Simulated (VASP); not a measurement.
# NaH (I4/mmm) in VASP: a series of runs

Aim: see how the results for NaH move with the level of theory and the settings. Levels: PBE, r2SCAN. Tasks: single point.

All numbers are computed with VASP 6.6.1; they aren't measurements. Logs are shortened: lines on timing, memory, paths and dates and some standing lists are left out, and cuts for length are marked.

### 1 The cell of the first run

The structure is tetragonal, space group I4/mmm (No. 139). Conventional cell: a = 3.391 Å, b = 3.391 Å, c = 4.603 Å, α = 90.00°, β = 90.00°, γ = 90.00°. Within 3.0 Å of Na (site symmetry 4/mmm) lie 6 H at 2.30 to 2.40 Å. H (site symmetry 4/mmm) has 6 Na at 2.30 to 2.40 Å within 3.0 Å.

### 2 Single point, PBE (uniaxial z strain -4.0%)

INCAR reads:

```
SYSTEM = NaH
ALGO     = Normal         ! electronic algorithm
EDIFF    = 1E-6           ! SCF threshold, eV
ENCUT    = 520            ! plane-wave cutoff, eV
GGA      = PE             ! functional
ISIF     = 2              ! what is computed and relaxed
ISMEAR   = 0              ! smearing method
LASPH    = .True.         ! aspherical terms in the spheres
LCHARG   = .False.        ! write CHGCAR
LREAL    = .False.        ! projectors in reciprocal space
LWAVE    = .False.        ! write WAVECAR
NBANDS   = 11             ! bands
NELM     = 80             ! most SCF steps
PREC     = Accurate       ! precision mode
SIGMA    = 0.01           ! smearing width, eV
```

KPOINTS reads:

```
k-points
0
Gamma
  6 6 6
  0 0 0
```

POSCAR reads:

```
NaH
1.0
    0.0000000000      2.3975122885      2.3016117969
    2.3975122885      0.0000000000      2.3016117969
    2.3975122885      2.3975122885      0.0000000000
Na H
1 1
Direct
    0.0000000000      0.0000000000      0.0000000000
    0.5000000000      0.5000000000      0.5000000000
```

Potentials or basis: VASP PAW PBE potentials, release 64 (Na_pv, H).

Launch:

```
> cat potpaw_PBE.64/Na_pv/POTCAR potpaw_PBE.64/H/POTCAR > POTCAR
> mpirun -np 1 vasp_std > vasp.out
```

OUTCAR:

```text
SYSTEM = NaH
   EDIFF = 1E-6
   ENCUT = 520
   GGA = PE
   ISIF = 2
   ISMEAR = 0
   LASPH = .True.
   LREAL = .False.
   NELM = 80
   PREC = Accurate

 ion  position               nearest neighbor table
   1  0.000  0.000  0.000-
   2  0.500  0.500  0.500-

  LATTYP: Found a body centered tetragonal cell.
 ALAT       =     3.3905943944
 C/A-ratio  =     1.3576450198

  Lattice vectors:

 A1 = (   0.0000000000,  -2.3975122885,  -2.3016117969)
 A2 = (   0.0000000000,   2.3975122885,  -2.3016117969)
 A3 = (   2.3975122885,   0.0000000000,   2.3016117969)

Analysis of symmetry for initial positions (statically):
=====================================================================
 Subroutine PRICEL returns:
 Original cell was already a primitive cell.

 Routine SETGRP: Setting up the symmetry group for a
 body centered tetragonal supercell.

 Subroutine GETGRP returns: Found 16 space group operations
 (whereof 16 operations were pure point group operations)
 out of a pool of 16 trial point group operations.

The static configuration has the point symmetry D_4h.

Analysis of symmetry for dynamics (positions and initial velocities):
=====================================================================
 Subroutine PRICEL returns:
 Original cell was already a primitive cell.

 Routine SETGRP: Setting up the symmetry group for a
 body centered tetragonal supercell.

 Subroutine GETGRP returns: Found 16 space group operations
 (whereof 16 operations were pure point group operations)
 out of a pool of 16 trial point group operations.

The dynamic configuration has the point symmetry D_4h.

 Subroutine INISYM returns: Found 16 space group operations
 (whereof 16 operations are pure point group operations),
 and found     1 'primitive' translations

----------------------------------------------------------------------------------------

                                     Primitive cell

  volume of cell :      26.4596

  direct lattice vectors                    reciprocal lattice vectors
     0.000000000  2.397512289  2.301611797    -0.208549505  0.208549505  0.217239067
     2.397512289  0.000000000  2.301611797     0.208549505 -0.208549505  0.217239067
     2.397512289  2.397512289  0.000000000     0.208549505  0.208549505 -0.217239067

  length of vectors
     3.323474392  3.323474392  3.390594394     0.366303978  0.366303978  0.366303978

  position of ions in fractional coordinates (direct lattice)
     0.000000000  0.000000000  0.000000000
[... 81 lines left out ...]
   NSW    =      0    number of steps for IOM
   IBRION =     -1    ionic relax: 0-MD 1-quasi-New 2-CG
   NFREE  =      0    steps in history (QN), initial steepest desc. (CG)
   ISIF   =      2    stress and relaxation
   ISYM   =      2    0-nonsym 1-usesym 2-fastsym
   POTIM  = 0.5000    time-step for ionic-motion
   TEBEG  =    0.0;   TEEND  =   0.0 temperature during run
   PSTRESS=    0.0 pullay stress
   NELECT =       8.0000    total number of electrons
   NUPDOWN=      -1.0000    fix difference up-down
   EMIN   =  10.00;   EMAX   =-10.00  energy-range for DOS
   EFERMI =   0.00;   METHOD = LEGACY
   ISMEAR =     0;   SIGMA  =   0.01  broadening in eV -4-tet -1-fermi 0-gaus
   EFERMI_NEDOS =   21; number of points for ismear=-14 and -15
   IALGO  =     38    algorithm
   IMIX   =      4    mixing-type and parameters
     AMIX     =   0.40;   BMIX     =  1.00
     AMIX_MAG =   1.60;   BMIX_MAG =  1.00
  volume/ion in A,a.u.               =      13.23        89.28
  Fermi-wavevector in a.u.,A,eV,Ry     =   1.098779  2.076391 16.426514  1.207315
  Thomas-Fermi vector in A             =   2.235162
   LORBIT       =      0    0 simple, 1 ext, 2 COOP (PROOUT), +10 PAW based schemes
   GGA     = PE    functional components
   LHFCALC =     F    Hartree Fock is set to
   AEXX    =    0.0000 exact exchange contribution
   IVDW    =     0    specifies the selected vdW correction
   LEPSILON=     F    determine dielectric tensor
   LRPA    =     F    only Hartree local field effects (RPA)
 non-spin polarized calculation
 Gauss-broadening in eV      SIGMA  =   0.01
  energy-cutoff  :      520.00
  volume of cell :       26.46
 maximum number of plane-waves:       740
 NGX is ok and might be reduce to    28
   NGX = 13   NGY = 13   NGZ = 13

 number of electron       7.9999999 magnetization

 Free energy of the ion-electron system (eV)
  ---------------------------------------------------
  ext. energy  EPLUGINS =         0.00000000
  ---------------------------------------------------
  free energy    TOTEN  =        -5.07461425 eV

  energy without entropy =       -5.07461425  energy(sigma->0) =       -5.07461425

 E-fermi :  -0.8262     XC(G=0):  -7.9862

 val. band max:       -0.8807396361   @ k =  -0.3333   0.5000   0.1667
 cond. band min:       2.9722187294   @ k =   0.5000  -0.0000   0.0000
 fundamental gap:      3.8529583655
 Fermi energy:        -0.8262106511

 k-point     1 :       0.0000    0.0000    0.0000
  band No.  band energies     occupation
      1     -22.8970      2.00000
      2     -22.8970      2.00000
      3     -22.8826      2.00000
      4      -4.7024      2.00000
      5      10.0664      0.00000
      6      15.1299      0.00000
      7      15.1299      0.00000
      8      15.3424      0.00000
      9      16.1890      0.00000
     10      16.1890      0.00000
     11      16.2625      0.00000
[... 309 lines left out ...]
 k-point    24 :       0.5000    0.0000    0.3333
  band No.  band energies     occupation
      1     -22.9889      2.00000
      2     -22.9365      2.00000
      3     -22.9196      2.00000
      4      -1.4175      2.00000
      5       4.3223      0.00000
      6       7.2274      0.00000
      7      10.7465      0.00000
      8      11.3842      0.00000
      9      14.8493      0.00000
     10      21.2702      0.00000
     11      22.7157      0.00000

 [... further k-points ...]
[... 5 lines left out ...]
  --------------------------------------------------------------------------------------
  -------------------------------------------------------------------------------------
  Total        0.1865894      0.1865894      0.4793019      0.0000000      0.0000000     -0.0000000
  in kB       11.2983187     11.2983187     29.0225772      0.0000000      0.0000000     -0.0000000
  external PRESSURE =      17.2064049 kB  Pullay stress =       0.0000000 kB

 VOLUME and BASIS-vectors are now :
 -----------------------------------------------------------------------------
  energy-cutoff  :      520.00
  volume of cell :       26.46
      direct lattice vectors                 reciprocal lattice vectors
     0.000000000  2.397512289  2.301611797    -0.208549505  0.208549505  0.217239067
     2.397512289  0.000000000  2.301611797     0.208549505 -0.208549505  0.217239067
     2.397512289  2.397512289  0.000000000     0.208549505  0.208549505 -0.217239067

 POSITION                                       TOTAL-FORCE (eV/Angst)
 -----------------------------------------------------------------------------------
      0.00000      0.00000      0.00000         0.000000     -0.000000      0.000000
      2.39751      2.39751      2.30161        -0.000000      0.000000      0.000000
 -----------------------------------------------------------------------------------
    total drift:                               -0.000000     -0.000000     -0.000000

  FREE ENERGIE OF THE ION-ELECTRON SYSTEM (eV)
  ---------------------------------------------------
  free  energy   TOTEN  =        -5.0746142507 eV

  energy  without entropy=       -5.0746142507  energy(sigma->0) =       -5.07461425
```

OSZICAR:

```text
N       E                     dE             d eps       ncg     rms          rms(c)
DAV:   1     0.373259662417E+02    0.37326E+02   -0.46204E+03   663   0.769E+02
DAV:   2    -0.426240448188E+01   -0.41588E+02   -0.41013E+02   689   0.192E+02
DAV:   3    -0.550273058719E+01   -0.12403E+01   -0.12387E+01   789   0.321E+01
DAV:   4    -0.551024584822E+01   -0.75153E-02   -0.75143E-02   802   0.249E+00
DAV:   5    -0.551030779390E+01   -0.61946E-04   -0.61945E-04   747   0.229E-01    0.325E+00
DAV:   6    -0.516732506731E+01    0.34298E+00   -0.31782E-01   749   0.289E+00    0.152E+00
DAV:   7    -0.507034437433E+01    0.96981E-01   -0.32217E-01   741   0.224E+00    0.346E-01
DAV:   8    -0.507464841703E+01   -0.43040E-02   -0.96083E-03   732   0.995E-01    0.676E-02
DAV:   9    -0.507462948693E+01    0.18930E-04   -0.10865E-03   800   0.361E-01    0.236E-02
DAV:  10    -0.507461201024E+01    0.17477E-04   -0.59551E-05   751   0.498E-02    0.408E-03
DAV:  11    -0.507461454816E+01   -0.25379E-05   -0.53567E-06   764   0.110E-02    0.318E-03
DAV:  12    -0.507461425071E+01    0.29745E-06   -0.21717E-07   462   0.301E-03
   1 F= -.50746143E+01 E0= -.50746143E+01  d E =-.127548E-16
```

Wall time 11 s (1 thread of Intel Xeon 8259CL, shared host); peak memory 0.15 GiB.

Results:

| Property | Result |
| --- | --- |
| Free energy | -5.0746 eV |
| Pressure | 1.7 GPa |
| Band gap on the k mesh | 3.85 eV (least direct gap 4.76 eV) |

Caveat: the cell differs from its parent crystal (uniaxial z strain -4.0%). A k mesh can miss the band edges.

### 3 Single point, PBE (epitaxial xy strain +5.0%)

INCAR reads:

```
SYSTEM = NaH
ALGO = Normal
EDIFF = 1E-7
ENCUT = 520
GGA = PE
ISIF = 2
ISMEAR = 0
LASPH = .True.
LCHARG = .False.
LREAL = .False.
LWAVE = .False.
NBANDS = 11
NELM = 60
PREC = Accurate
SIGMA = 0.01
```

KPOINTS is that of step 2.

POSCAR reads:

```
NaH
1.0
    0.0000000000      2.5173879029      2.3417644327
    2.5173879029      0.0000000000      2.3417644327
    2.5173879029      2.5173879029      0.0000000000
Na H
1 1
Direct
    0.0000000000      0.0000000000      0.0000000000
    0.5000000000      0.5000000000      0.5000000000
```

Potentials or basis: VASP PAW PBE potentials, release 64 (Na_pv, H).

Launch:

```
> cat potpaw_PBE.64/Na_pv/POTCAR potpaw_PBE.64/H/POTCAR > POTCAR
> mpirun -np 1 vasp_std > vasp.out
```

It took 16 s on 1 thread of Intel Xeon 8259CL, shared host; peak memory 0.15 GiB.

It converged, with:

```
Free energy            : -5.0744 eV
Pressure               : -0.9 GPa
Band gap on the k mesh : 3.62 eV (least direct gap 4.52 eV)
```

Stress tensor (GPa, compression positive):
```
-1.57  0.00  0.00
 0.00 -1.57  0.00
 0.00  0.00  0.36
```

Levels at points of the mesh, in eV from the valence-band top:
| k point | band 2 | band 3 | band 4 | band 5 | band 6 | band 7 |
| --- | --- | --- | --- | --- | --- | --- |
| (0.00, 0.00, 0.00) | -22.26 | -22.24 | -3.54 | 9.85 | 15.09 | 15.09 |
| (0.50, 0.00, 0.00) | -22.28 | -22.25 | -0.89 | 3.62 | 10.31 | 12.51 |
| (0.50, 0.50, 0.00) | -22.30 | -22.30 | -0.02 | 5.05 | 9.33 | 9.73 |
| (0.50, 0.00, 0.50) | -22.28 | -22.27 | -0.35 | 4.21 | 10.05 | 10.58 |

Caveat: the cell differs from its parent crystal (epitaxial xy strain +5.0%). A k mesh can miss the band edges.

### 4 Single point, PBE (uniaxial z strain -4.0%)

INCAR reads:

```
SYSTEM = NaH
  PREC = Accurate
  ENCUT = 520
  EDIFF = 1E-6
  ISMEAR = -1
  SIGMA = 0.02
  LREAL = .FALSE.
  LASPH = .TRUE.
  NELM = 100
  ALGO = Normal
  ISIF = 2
  LWAVE = .FALSE.
  LCHARG = .TRUE.
  GGA = PE
  LELF = .TRUE.
  LVHAR = .TRUE.
  NBANDS = 11
```

KPOINTS reads:

```
regular mesh
0
G
  10 10 10
  0 0 0
```

POSCAR reads:

```
NaH
1.0
    0.0000000000      2.3975122885      2.3016117969
    2.3975122885      0.0000000000      2.3016117969
    2.3975122885      2.3975122885      0.0000000000
Na H
1 1
Direct
    0.0000000000      0.0000000000      0.0000000000
    0.5000000000      0.5000000000      0.5000000000
```

Launch:

```
> cat potpaw_PBE.64/Na_pv/POTCAR potpaw_PBE.64/H/POTCAR > POTCAR
> mpirun -np 1 vasp_std > vasp.out
```

It took 44 s on 1 thread of Intel Xeon 8259CL, shared host; peak memory 0.17 GiB.

The run converged. Its results:

```yaml
Free_energy: -5.0746 eV
Pressure: 1.7 GPa
Band_gap_on_the_k_mesh: 3.85 eV (least direct gap 4.76 eV)
```

Stress tensor (GPa, compression positive):
```
1.13 0.00 0.00
0.00 1.13 0.00
0.00 0.00 2.90
```

Levels at points of the mesh, in eV from the valence-band top:
```csv
k point,band 2,band 3,band 4,band 5,band 6,band 7
"(0.00, 0.00, 0.00)",-22.02,-22.01,-3.83,10.94,16.00,16.00
"(0.50, 0.00, 0.00)",-22.04,-22.02,-0.91,3.85,11.18,13.45
"(0.50, 0.50, 0.00)",-22.07,-22.07,-0.09,5.09,9.97,10.70
"(0.50, 0.00, 0.50)",-22.06,-22.05,-0.29,4.57,10.40,11.22
```

Caveat: the cell differs from its parent crystal (uniaxial z strain -4.0%).

### 5 Single point, r2SCAN (uniaxial z strain -4.0%)

POSCAR is that of step 4.

INCAR.step1 reads:

```
SYSTEM = NaH
  PREC = Accurate
  ENCUT = 520
  ISMEAR = 0
  SIGMA = 0.01
  LREAL = .FALSE.
  LASPH = .TRUE.
  NELM = 100
  NBANDS = 11
  GGA = PE
  ALGO = Normal
  EDIFF = 1E-4
  LWAVE = .TRUE.
  LCHARG = .FALSE.
```

INCAR.step2 reads:

```
SYSTEM = NaH
  PREC = Accurate
  ENCUT = 520
  EDIFF = 1E-6
  ISMEAR = 0
  SIGMA = 0.01
  LREAL = .FALSE.
  LASPH = .TRUE.
  NELM = 100
  ALGO = Normal
  ISIF = 2
  LWAVE = .FALSE.
  LCHARG = .FALSE.
  METAGGA = R2SCAN
  LMIXTAU = .TRUE.
  NBANDS = 11
  ISTART = 1
```

KPOINTS is that of step 4.

Launch:

```
> cat potpaw_PBE.64/Na_pv/POTCAR potpaw_PBE.64/H/POTCAR > POTCAR
> cp INCAR.step1 INCAR
> mpirun -np 1 vasp_std > vasp.out
> cp INCAR.step2 INCAR
> mpirun -np 1 vasp_std > vasp.out
```

Wall time 2.4 min (1 thread of Intel Xeon 8259CL, shared host); peak memory 0.17 GiB.

Results (log left out):

- Free energy: -7.5965 eV
- Pressure: 0.8 GPa
- Band gap on the k mesh: 4.46 eV (least direct gap 5.35 eV)

Stress tensor (GPa, compression positive):
```
0.17 0.00 0.00
0.00 0.17 0.00
0.00 0.00 2.04
```

Levels at points of the mesh, in eV from the valence-band top:
```csv
k point,band 1,band 2,band 3,band 4,band 5,band 6,band 7,band 8
"(0.00, 0.00, 0.00)",-22.81,-22.81,-22.80,-3.76,11.98,16.76,16.76,16.98
"(0.50, 0.00, 0.00)",-22.92,-22.83,-22.81,-0.89,4.46,12.11,13.98,14.61
"(0.50, 0.50, 0.00)",-22.89,-22.85,-22.85,-0.08,5.68,10.64,11.42,11.42
"(0.50, 0.00, 0.50)",-22.91,-22.84,-22.84,-0.28,5.13,11.09,11.97,11.99
```

Caveat: the cell differs from its parent crystal (uniaxial z strain -4.0%); the PAW data sets were made with another functional, which shifts forces and pressure a little. A k mesh can miss the band edges.

### 6 The runs side by side

| level | cell | k mesh | smearing | gap on the mesh (eV) | pressure (GPa) |
| --- | --- | --- | --- | --- | --- |
| PBE | a = 3.323, b = 3.323, c = 3.391 Å, angles 59.3, 59.3, 61.3°, 2 atoms | 6 × 6 × 6 | gaussian 0.01 eV | 3.85 | 1.7 |
| PBE | a = 3.438, b = 3.438, c = 3.560 Å, angles 58.8, 58.8, 62.4°, 2 atoms | 6 × 6 × 6 | gaussian 0.01 eV | 3.62 | -0.9 |
| PBE | a = 3.323, b = 3.323, c = 3.391 Å, angles 59.3, 59.3, 61.3°, 2 atoms | 10 × 10 × 10 | fermi-dirac 0.02 eV | 3.85 | 1.7 |
| r2SCAN | a = 3.323, b = 3.323, c = 3.391 Å, angles 59.3, 59.3, 61.3°, 2 atoms | 10 × 10 × 10 | gaussian 0.01 eV | 4.46 | 0.8 |

Alike in all rows: task single point; potentials or basis VASP PAW PBE potentials, release 64 (Na_pv, H); no spin polarisation; cutoff (eV) 520.

Caveats: the PAW data sets were made with another functional, which shifts forces and pressure a little (at least some runs).

Absolute energies hang on the potentials; compare differences alone.
